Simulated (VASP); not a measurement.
# SiC (Cm) in VASP: single point with PBE

Aim: the single point of SiC with PBE.

Program: VASP 6.6.1. These are calculated values, not measurements. Logs are shortened: lines on timing, memory, paths and dates and some standing lists are left out, and cuts for length are marked.

### 1 The cell of the first run

Symmetry: Cm, No. 8, monoclinic system. Conventional cell: a = 5.355 Å, b = 3.092 Å, c = 10.158 Å, α = 90.00°, β = 92.52°, γ = 90.00°. Si (site symmetry m) has 4 C at 1.89 to 1.96 Å within 2.5 Å. Within 2.5 Å of Si (site symmetry m) lie 4 C at 1.89 to 1.91 Å. Si (site symmetry m) has 4 C at 1.89 to 1.91 Å within 2.5 Å. Si (site symmetry m) has 4 C at 1.89 to 1.91 Å within 2.5 Å. C (site symmetry m) has 4 Si at 1.89 to 1.96 Å within 2.5 Å. Within 2.5 Å of C (site symmetry m) lie 4 Si at 1.89 to 1.91 Å. C (site symmetry m) has 4 Si at 1.89 to 1.91 Å within 2.5 Å. C (site symmetry m) has 4 Si at 1.89 to 1.91 Å within 2.5 Å.

### 2 Single point, PBE (the part above a cut slid along it)

INCAR reads:

```
PREC = Accurate ; ENCUT = 520
EDIFF = 1E-6 ; ISMEAR = 0
SIGMA = 0.05 ; LREAL = False
LASPH = True ; NELM = 60
ALGO = Normal ; ISIF = 2
LWAVE = False ; LCHARG = False
GGA = PE ; NBANDS = 26
```

KPOINTS reads:

```
regular mesh
0
Gamma
  10 10 3
```

POSCAR reads:

```
SiC
1.0
   -3.0917664073      0.0000000000      0.0000000000
    1.5458832036     -2.6775482513      0.0000000000
   -4.2513333983      2.4545084820     10.1480423548
Si C
4 4
Direct
   -0.1638926529      1.1638926529      0.9060317656
    0.2944573471      0.7055426529      0.4060317656
    0.1902990138      0.8097009862      0.1560317656
   -0.2680509862      1.2680509862      0.6560317656
    0.5805259862      0.4194740138      0.0939682344
    0.1221759862      0.8778240138      0.5939682344
    0.0180176529      0.9819823471      0.3439682344
   -0.4403323471      1.4403323471      0.8439682344
```

Potentials or basis: VASP PAW PBE potentials, release 64 (Si, C).

The run is started by

```
> cat potpaw_PBE.64/Si/POTCAR potpaw_PBE.64/C/POTCAR > POTCAR
> mpirun -np 1 vasp_std > vasp.out
```

OUTCAR:

```text
PREC = Accurate
   ENCUT = 520
   EDIFF = 1E-6
   ISMEAR = 0
   LREAL = False
   LASPH = True
   NELM = 60
   ISIF = 2
   GGA = PE

 ion  position               nearest neighbor table
   1  0.836  0.164  0.906-   8 1.89   8 1.89   8 1.89   5 1.96   3 3.00   3 3.00   4 3.10   4 3.10
                             4 3.10
   2  0.294  0.706  0.406-   7 1.89   7 1.89   7 1.89   6 1.91   4 3.10   3 3.10   3 3.10   4 3.10
                             4 3.10   3 3.10
   3  0.190  0.810  0.156-   5 1.89   5 1.89   5 1.89   7 1.91   1 3.00   1 3.00   2 3.10   2 3.10
                             2 3.10
   4  0.732  0.268  0.656-   6 1.89   6 1.89   6 1.89   8 1.91   2 3.10   1 3.10   1 3.10   2 3.10
                             2 3.10   1 3.10
   5  0.581  0.419  0.094-   3 1.89   3 1.89   3 1.89   1 1.96
   6  0.122  0.878  0.594-   4 1.89   4 1.89   4 1.89   2 1.91
   7  0.018  0.982  0.344-   2 1.89   2 1.89   2 1.89   3 1.91
   8  0.560  0.440  0.844-   1 1.89   1 1.89   1 1.89   4 1.91

  LATTYP: Found a base centered monoclinic cell.
 ALAT       =     5.3550965025
 B/A-ratio  =     0.5773502692
 C/A-ratio  =     1.8968550469
 COS(beta)  =    -0.0439147947

  Lattice vectors:

 A1 = (  -1.5458832036,   2.6775482513,   0.0000000000)
 A2 = (  -3.0917664073,  -0.0000000000,   0.0000000000)
 A3 = (   0.3863162126,  -0.2230397693,  10.1480423548)

Analysis of symmetry for initial positions (statically):
=====================================================================
 Subroutine PRICEL returns:
 Original cell was already a primitive cell.

 Routine SETGRP: Setting up the symmetry group for a
 base centered monoclinic supercell.

 Subroutine GETGRP returns: Found  2 space group operations
 (whereof  2 operations were pure point group operations)
 out of a pool of  4 trial point group operations.

The static configuration has the point symmetry C_1h.

Analysis of symmetry for dynamics (positions and initial velocities):
=====================================================================
 Subroutine PRICEL returns:
 Original cell was already a primitive cell.

 Routine SETGRP: Setting up the symmetry group for a
 base centered monoclinic supercell.

 Subroutine GETGRP returns: Found  2 space group operations
 (whereof  2 operations were pure point group operations)
 out of a pool of  4 trial point group operations.

The dynamic configuration has the point symmetry C_1h.

 Subroutine INISYM returns: Found  2 space group operations
 (whereof  2 operations are pure point group operations),
 and found     1 'primitive' translations

----------------------------------------------------------------------------------------

                                     Primitive cell

  volume of cell :      84.0091

  direct lattice vectors                    reciprocal lattice vectors
    -3.091766407  0.000000000  0.000000000    -0.323439700 -0.186737998 -0.090332694
     1.545883204 -2.677548251  0.000000000     0.000000000 -0.373475996  0.090332694
    -4.251333398  2.454508482 10.148042355     0.000000000  0.000000000  0.098541173

  length of vectors
     3.091766407  3.091766407 11.273030258     0.384245124  0.384245124  0.098541173

  position of ions in fractional coordinates (direct lattice)
     0.836107347  0.163892653  0.906031766
     0.294457347  0.705542653  0.406031766
     0.190299014  0.809700986  0.156031766
     0.731949014  0.268050986  0.656031766
     0.580525986  0.419474014  0.093968234
     0.122175986  0.877824014  0.593968234
     0.018017653  0.981982347  0.343968234
     0.559667653  0.440332347  0.843968234

  ion indices of the primitive-cell ions
   primitive index   ion index
                 1           1
                 2           2
                 3           3
                 4           4
                 5           5
                 6           6
                 7           7
                 8           8

----------------------------------------------------------------------------------------

 KPOINTS: regular mesh

Automatic generation of k-mesh.
 Grid dimensions read from file:
 generate k-points for:   10   10    3

 Generating k-lattice:

  Cartesian coordinates                     Fractional coordinates (reciprocal lattice)
    -0.032343970 -0.018673800 -0.009033269     0.100000000 -0.000000000  0.000000000
     0.000000000 -0.037347600  0.009033269     0.000000000  0.100000000  0.000000000
     0.000000000  0.000000000  0.032847058     0.000000000  0.000000000  0.333333333

  Length of vectors
     0.038424512  0.038424512  0.032847058

  Shift w.r.t. Gamma in fractional coordinates (k-lattice)
     0.000000000  0.000000000  0.000000000

 Subroutine IBZKPT returns following result:
 ===========================================

 Found     86 irreducible k-points:

 Following reciprocal coordinates:
            Coordinates               Weight
  0.000000  0.000000  0.000000      1.000000
  0.100000 -0.000000  0.000000      4.000000
  0.200000 -0.000000  0.000000      4.000000
  0.300000 -0.000000 -0.000000      4.000000
  0.400000 -0.000000 -0.000000      4.000000
  0.500000 -0.000000  0.000000      2.000000
[... 16 lines left out ...]
  0.300000  0.300000  0.000000      2.000000
  0.400000  0.300000  0.000000      4.000000
 [... further k-points ...]
   k-points           NKPTS =     86   k-points in BZ     NKDIM =     86   number of bands    NBANDS=     26
   number of dos      NEDOS =    301   number of ions     NIONS =      8
   total plane-waves  NPLWV =  48384
   dimension x,y,z NGX =    24 NGY =   24 NGZ =   84
   dimension x,y,z NGXF=    48 NGYF=   48 NGZF=  168
   ions per type =               4   4
   NGX,Y,Z   is equivalent  to a cutoff of  12.90, 12.90, 12.39 a.u.
   NGXF,Y,Z  is equivalent  to a cutoff of  25.81, 25.81, 24.78 a.u.
 SYSTEM =  unknown system
   PREC   = accura    normal or accurate (medium, high low for compatibility)
   ISTART =      0    job   : 0-new  1-cont  2-samecut
   ICHARG =      2    charge: 1-file 2-atom 10-const
   ISPIN  =      1    spin polarized calculation?
   LNONCOLLINEAR =      F non collinear calculations
   LSORBIT =      F    spin-orbit coupling
   LASPH  =      T    aspherical Exc in radial PAW
   ENCUT  =  520.0 eV  38.22 Ry    6.18 a.u.   5.75  5.75 20.96*2*pi/ulx,y,z
   NELM   =     60;   NELMIN=  2; NELMDL= -5     # of ELM steps
   EDIFF  = 0.1E-05   stopping-criterion for ELM
   LREAL  =      F    real-space projection
   EDIFFG = 0.1E-04   stopping-criterion for IOM
   NSW    =      0    number of steps for IOM
   IBRION =     -1    ionic relax: 0-MD 1-quasi-New 2-CG
   NFREE  =      0    steps in history (QN), initial steepest desc. (CG)
   ISIF   =      2    stress and relaxation
   ISYM   =      2    0-nonsym 1-usesym 2-fastsym
   POTIM  = 0.5000    time-step for ionic-motion
   TEBEG  =    0.0;   TEEND  =   0.0 temperature during run
   PSTRESS=    0.0 pullay stress
   NELECT =      32.0000    total number of electrons
   NUPDOWN=      -1.0000    fix difference up-down
   EMIN   =  10.00;   EMAX   =-10.00  energy-range for DOS
   EFERMI =   0.00;   METHOD = LEGACY
   ISMEAR =     0;   SIGMA  =   0.05  broadening in eV -4-tet -1-fermi 0-gaus
   EFERMI_NEDOS =   21; number of points for ismear=-14 and -15
   IALGO  =     38    algorithm
   IMIX   =      4    mixing-type and parameters
     AMIX     =   0.40;   BMIX     =  1.00
     AMIX_MAG =   1.60;   BMIX_MAG =  1.00
  volume/ion in A,a.u.               =      10.50        70.87
  Fermi-wavevector in a.u.,A,eV,Ry     =   1.186723  2.242582 19.161245  1.408312
  Thomas-Fermi vector in A             =   2.322890
   LORBIT       =      0    0 simple, 1 ext, 2 COOP (PROOUT), +10 PAW based schemes
   GGA     = PE    functional components
   LHFCALC =     F    Hartree Fock is set to
   AEXX    =    0.0000 exact exchange contribution
   IVDW    =     0    specifies the selected vdW correction
   LEPSILON=     F    determine dielectric tensor
   LRPA    =     F    only Hartree local field effects (RPA)
 non-spin polarized calculation
 Gauss-broadening in eV      SIGMA  =   0.05
  energy-cutoff  :      520.00
  volume of cell :       84.01
 maximum number of plane-waves:      2286
   NGX = 11   NGY = 11   NGZ = 41

 number of electron      31.9999999 magnetization

 Free energy of the ion-electron system (eV)
  ---------------------------------------------------
  ext. energy  EPLUGINS =         0.00000000
  ---------------------------------------------------
  free energy    TOTEN  =       -59.92203587 eV

  energy without entropy =      -59.92203587  energy(sigma->0) =      -59.92203587

 E-fermi :   8.5511     XC(G=0): -11.2927

 val. band max:        8.3377996326   @ k =   0.0000   0.0000   0.0000
 cond. band min:      10.4711343538   @ k =   0.3000   0.3000   0.0000
 fundamental gap:      2.1333347211
 Fermi energy:         8.5510534806

 k-point     1 :       0.0000    0.0000    0.0000
  band No.  band energies     occupation
      1      -7.3535      2.00000
      2      -6.1833      2.00000
      3      -6.1618      2.00000
      4      -3.8461      2.00000
      5      -0.4934      2.00000
      6       3.6700      2.00000
[... 18 lines left out ...]
     25      15.3564      0.00000
     26      15.5963      0.00000

 k-point     2 :       0.1000   -0.0000    0.0000
  band No.  band energies     occupation
      1      -7.1718      2.00000
      2      -6.2071      2.00000
      3      -5.7886      2.00000
      4      -3.7471      2.00000
      5      -0.2718      2.00000
      6       3.2389      2.00000
[... 18 lines left out ...]
     25      15.6539      0.00000
     26      15.8310      0.00000

 k-point     3 :       0.2000   -0.0000    0.0000
  band No.  band energies     occupation
      1      -6.6342      2.00000
      2      -5.8936      2.00000
      3      -5.0737      2.00000
      4      -3.4493      2.00000
      5       0.3416      2.00000
      6       2.7938      2.00000
[... 572 lines left out ...]
 k-point    23 :       0.3000    0.3000    0.0000
  band No.  band energies     occupation
      1      -3.4420      2.00000
      2      -2.8194      2.00000
      3      -2.7056      2.00000
      4      -2.4346      2.00000
      5       0.4114      2.00000
      6       0.4782      2.00000
[... 18 lines left out ...]
     25      17.4192      0.00000
     26      17.6402      0.00000

 k-point    24 :       0.4000    0.3000    0.0000
  band No.  band energies     occupation
      1      -3.3821      2.00000
      2      -2.9544      2.00000
      3      -2.6001      2.00000
      4      -2.4873      2.00000
      5       0.3934      2.00000
      6       0.5080      2.00000
[... 18 lines left out ...]
     25      17.4635      0.00000
     26      17.8138      0.00000

 [... further k-points ...]
[... 5 lines left out ...]
  --------------------------------------------------------------------------------------
  -------------------------------------------------------------------------------------
  Total       -0.3237816     -0.2930751      0.0444526      0.0265926      1.6692153     -2.8911658
  in kB       -6.1749938     -5.5893752      0.8477772      0.5071605     31.8344019    -55.1388026
  external PRESSURE =      -3.6388639 kB  Pullay stress =       0.0000000 kB

 VOLUME and BASIS-vectors are now :
 -----------------------------------------------------------------------------
  energy-cutoff  :      520.00
  volume of cell :       84.01
      direct lattice vectors                 reciprocal lattice vectors
    -3.091766407  0.000000000  0.000000000    -0.323439700 -0.186737998 -0.090332694
     1.545883204 -2.677548251  0.000000000     0.000000000 -0.373475996  0.090332694
    -4.251333398  2.454508482 10.148042355     0.000000000  0.000000000  0.098541173

 POSITION                                       TOTAL-FORCE (eV/Angst)
 -----------------------------------------------------------------------------------
     -6.18353      1.78503      9.19445         0.949587     -0.548245      0.255676
     -1.54588     -0.89252      4.12043        -0.011520      0.006651     -0.038015
      0.00000     -1.78503      1.58342        -0.042952      0.024798      0.061221
     -4.63765      0.89252      6.65744         0.100473     -0.058008     -0.067645
     -1.54588     -0.89252      0.95359        -1.021503      0.589765     -0.216694
     -1.54588     -0.89252      6.02761         0.006943     -0.004009      0.028358
     -0.00000     -1.78503      3.49060        -0.081441      0.047020      0.049384
     -4.63765      0.89252      8.56463         0.100412     -0.057973     -0.072285
 -----------------------------------------------------------------------------------
    total drift:                                0.000115     -0.000066      0.000637

  FREE ENERGIE OF THE ION-ELECTRON SYSTEM (eV)
  ---------------------------------------------------
  free  energy   TOTEN  =       -59.9220358738 eV

  energy  without entropy=      -59.9220358738  energy(sigma->0) =      -59.92203587
```

Run time: 1.9 min. Hardware: 1 thread of Intel Xeon Platinum 8259CL at 2.50GHz (Skylake/Cascade Lake), shared host; peak memory 0.29 GiB.

What came out:

```
Free energy            : -59.9220 eV
Pressure               : -0.4 GPa
Largest force          : 1.199 eV/Å
Band gap on the k mesh : 2.13 eV (least direct gap 3.81 eV)
```

Forces on the atoms (eV/Å):
```
Si   0.950 -0.548  0.256
Si  -0.012  0.007 -0.038
Si  -0.043  0.025  0.061
Si   0.100 -0.058 -0.068
C   -1.022  0.590 -0.217
C    0.007 -0.004  0.028
C   -0.081  0.047  0.049
C    0.100 -0.058 -0.072
```

Levels at points of the mesh, in eV from the valence-band top:
```tsv
k point	band 13	band 14	band 15	band 16	band 17	band 18	band 19	band 20
(0.00, 0.00, 0.00)	-0.88	-0.43	-0.33	0.00	4.49	5.35	5.52	5.71
(0.50, 0.00, 0.00)	-2.64	-2.44	-1.84	-1.71	2.65	2.81	2.97	3.02
(0.50, 0.50, 0.00)	-2.69	-2.66	-2.05	-1.45	2.40	2.75	3.05	4.09
```

Caveat: the cell differs from its parent crystal (the part above a cut slid along it); forces of over 1 eV/Å act on the atoms, so gaps and moduli don't describe the material at rest.
